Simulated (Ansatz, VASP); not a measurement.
## In in VASP and in Ansatz

Contents of INCAR:

```
ALGO     = Normal         # electronic algorithm
EDIFF    = 1E-6           # SCF threshold, eV
ENCUT    = 520            # plane-wave cutoff, eV
ISIF     = 2              # what is computed and relaxed
ISMEAR   = -1             # smearing method
LASPH    = T              # aspherical terms in the spheres
LCHARG   = F              # write CHGCAR
LREAL    = F              # projectors in reciprocal space
LWAVE    = F              # write WAVECAR
NBANDS   = 12             # bands
NELM     = 80             # most SCF steps
PREC     = Accurate       # precision mode
SIGMA    = 0.05           # smearing width, eV
```

The input KPOINTS:

```
k-points
0
Gamma
  10 10 10
```

The input POSCAR:

```
In
1.0
   -1.8698904617      1.8698904617      1.8698904617
    1.8698904617     -1.8698904617      1.8698904617
    1.8698904617      1.8698904617     -1.8698904617
In
1
Direct
    0.0000000000      0.0000000000      0.0000000000
```

input.yaml

```yaml
crystal:
  lattice:
    - [-1.8698904617, 1.8698904617, 1.8698904617]
    - [1.8698904617, -1.8698904617, 1.8698904617]
    - [1.8698904617, 1.8698904617, -1.8698904617]
  atoms:
    - { symbol: In, position: [0.0, 0.0, 0.0] }
kpoints:
  mp_grid: { grid: [10, 10, 10] }
scf:
  occupations: { method: fermi_dirac, width: 0.05 }
hamiltonian:
  xc: lda
  pseudopotentials: { kind: all_electron, lapw: { basis_error: 0.001 } }
output:
  forces: true
  stress: true
  eigenvalues: true
```

Change from the starting cell: volume scaled by 0.98.

Alike in both runs: task single point; functional LDA; k mesh 10 × 10 × 10; occupations fermi-dirac, width 0.05 eV; no spin polarisation.

```csv
,VASP,Ansatz
version,VASP 6.6.1,Ansatz 0.2.0
potentials or method,"VASP PAW LDA potentials, release 64 (In_d), cutoff 520 eV","all-electron LAPW, scalar-relativistic"
```

VASP gave:

```
gap on the k mesh at the Fermi level (eV) : none
pressure (GPa)                            : -2.2
```

**Question.** Estimate Ansatz's values.

**Answer.** gap on the k mesh at the Fermi level (eV): none; pressure (GPa): -2.1.

LDA's correlation is that of Perdew and Zunger in VASP and of Perdew and Wang (1992) in Ansatz. A gap of «none» marks a metal or a gap that the smearing closes. Ansatz ran all-electron here, and VASP with PAW potentials.
